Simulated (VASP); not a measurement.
Set up this calculation in VASP 6.6.1, as the native input.

| Item | Value |
| --- | --- |
| Task | relaxation of shape and atoms at fixed volume |
| Functional | PBE |
| Potentials or basis | VASP PAW PBE potentials, release 64 (Mo_sv, Se) |
| Cutoff | 600 eV |
| k mesh | 10 × 10 × 6 |
| Occupations | gaussian, width 0.05 eV |
| Spin | collinear spin, ferromagnetic start |
| Starting moments | [0.05, 0.05, 0.0, 0.0] μB |
| Dipole correction | no |
| Further INCAR settings | ALGO = Normal; EDIFF = 1e-06; IBRION = 2; EDIFFG = -0.01; NSW = 60; ISIF = 4 |

The structure of MoSe lies in POSCAR:

```
MoSe
1.0
    4.1000557440      0.0000000000      0.0000000000
   -2.0500278720      3.5507524312      0.0000000000
    0.0000000000      0.0000000000      5.1322979657
Mo Se
2 2
Direct
    0.0000000000      0.0000000000      0.0000000000
    0.0000000000      0.0000000000      0.5000000000
    0.3333333333      0.6666666667      0.2500000000
    0.6666666667      0.3333333333      0.7500000000
```

This cell differs from its parent crystal: volume scaled by 1.020.

The input as run:

INCAR

```
SYSTEM = MoSe
PREC = Accurate ; ENCUT = 600
EDIFF = 1E-6 ; ISMEAR = 0
SIGMA = 0.05 ; LREAL = .False.
LASPH = .True. ; NELM = 150
ALGO = Normal ; ISIF = 4
LWAVE = .False. ; LCHARG = .False.
ISPIN = 2 ; MAGMOM = 0.05 0.05 0 0
LORBIT = 11 ; LMAXMIX = 4
GGA = PE ; IBRION = 2
NSW = 60 ; EDIFFG = -0.01
```

KPOINTS

```
regular mesh
0
Gamma
  10 10 6
  0 0 0
```

Potentials or basis: VASP PAW PBE potentials, release 64 (Mo_sv, Se).

Command:

```bash
$ cat potpaw_PBE.64/Mo_sv/POTCAR potpaw_PBE.64/Se/POTCAR > POTCAR
$ mpirun -np 1 vasp_std > vasp.out
```

It gave:

- Energy gained by relaxing: 0.1 meV/atom
- Ionic steps: 2
- Pressure after relaxing: -2.5 GPa
- Band gap on the k mesh: zero (filled and empty bands overlap)
- Net moment: 0.01 μB per cell
- Valence electrons inside the program's atomic spheres: Mo 12.46; Se 3.86

Wall time 6.2 min on 1 thread of Oxide Virtual Turin-like Processor (shared host), peak memory 0.35 GiB.
